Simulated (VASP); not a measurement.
## Si: single point with HSE06

Crystal: Si.

```
Si
1.0
     3.83213    0.00000    0.00000
    -1.91606    3.31872    0.00000
     0.00000    0.00000    6.15098
Si
4
Direct
  0.33333 0.66667 0.99853
  0.66667 0.33333 0.49853
  0.33333 0.66667 0.37647
  0.66667 0.33333 0.87647
```

This cell differs from its parent crystal: uniaxial z strain -3.0%.

```json
{
  "Program": "VASP 6.6.1",
  "Task": "single point",
  "Functional": "HSE06",
  "Potentials or basis": "VASP PAW PBE potentials, release 64 (Si)",
  "Cutoff": "520 eV",
  "k mesh": "6 × 6 × 4",
  "Occupations": "gaussian, width 0.01 eV",
  "Spin": "no spin polarisation",
  "Dipole correction": "no",
  "Grid for exact exchange (PRECFOCK)": "Normal",
  "Further INCAR settings": "ALGO = Normal; EDIFF = 1e-06; NBANDS = 16",
  "Share of exact exchange": "0.25",
  "Screening parameter": "0.2079 1/Å"
}
```

```
Pressure               : 2.7 GPa
Largest force          : 0.023 eV/Å
Band gap on the k mesh : 0.81 eV (least direct gap 1.46 eV)
```

Forces on the atoms (eV/Å):
```
Si   0.000  0.000 -0.023
Si   0.000  0.000 -0.023
Si   0.000  0.000  0.023
Si   0.000  0.000  0.023
```

Stress tensor (GPa, compression positive):
```
0.81 0.00 0.00
0.00 0.81 0.00
0.00 0.00 6.40
```

Levels at points of the mesh, in eV from the valence-band top:
| k point | band 4 | band 5 | band 6 | band 7 | band 8 | band 9 | band 10 | band 11 | band 12 | band 13 |
| --- | --- | --- | --- | --- | --- | --- | --- | --- | --- | --- |
| (0.00, 0.00, 0.00) | -1.85 | -1.85 | -0.15 | 0.00 | 0.00 | 1.46 | 2.61 | 2.61 | 3.65 | 4.76 |
| (0.50, 0.00, 0.00) | -6.53 | -5.20 | -3.53 | -3.24 | -1.56 | 0.81 | 3.19 | 3.86 | 3.87 | 5.97 |
| (0.00, 0.00, 0.50) | -4.43 | -1.13 | -1.13 | -1.13 | -1.13 | 2.38 | 2.38 | 3.70 | 3.70 | 3.70 |
| (0.50, 0.00, 0.50) | -8.12 | -2.76 | -2.76 | -2.52 | -2.52 | 1.59 | 1.59 | 2.40 | 2.40 | 6.80 |

Run time: 82 min on 1 thread of Oxide Virtual Turin-like Processor, on a shared host, peak memory 0.29 GiB.

Caveat: the cell differs from its parent crystal (uniaxial z strain -3.0%); the stress differs along the axes, from 1 to 6 GPa; the PAW data sets were made with another functional, which shifts forces and pressure a little. A k mesh can miss the band edges.
